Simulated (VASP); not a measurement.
A run of VASP 6.6.1:

INCAR

```
PREC     = Accurate       # precision mode
ENCUT    = 600            # plane-wave cutoff, eV
EDIFF    = 1E-7           # SCF threshold, eV
ISMEAR   = -1             # smearing method
SIGMA    = 0.05           # smearing width, eV
LREAL    = F              # projectors in reciprocal space
LASPH    = T              # aspherical terms in the spheres
NELM     = 150            # most SCF steps
ALGO     = Normal         # electronic algorithm
ISIF     = 3              # what is computed and relaxed
LWAVE    = F              # write WAVECAR
LCHARG   = F              # write CHGCAR
ISPIN    = 2              # spin polarisation
MAGMOM   = 7 0            # initial moments
LORBIT   = 11             # projections on sites
LMAXMIX  = 6              # l up to which the mixer works
GGA      = PS             # functional
IBRION   = 2              # ionic algorithm
NSW      = 60             # ionic steps
EDIFFG   = -0.01          # ionic threshold
```

Contents of KPOINTS:

```
Automatic mesh
0
Gamma
  9 9 9
```

Contents of POSCAR:

```
GdO
1.0
    0.0000000000      2.7000000000      2.7000000000
    2.7000000000      0.0000000000      2.7000000000
    2.7000000000      2.7000000000      0.0000000000
Gd O
1 1
Direct
    0.0000000000      0.0000000000      0.0000000000
    0.7500000000      0.7500000000      0.7500000000
```

Potentials or basis: VASP PAW PBE potentials, release 64 (Gd, O).

Run with:

```sh
$ cat potpaw_PBE.64/Gd/POTCAR potpaw_PBE.64/O/POTCAR > POTCAR
$ mpirun -np 1 vasp_std > vasp.out
```

Hardware: 1 thread of Intel(R) Xeon(R) Platinum 8559C (Emerald Rapids) (shared host).

**Question.** Estimate the wall time of this run.

**Answer.** Run time: 3.7 min on 1 thread of Intel(R) Xeon(R) Platinum 8559C (Emerald Rapids), with other jobs on the host, peak memory 0.26 GiB. Counts: scf iterations 78, k points 35, ion steps 4.
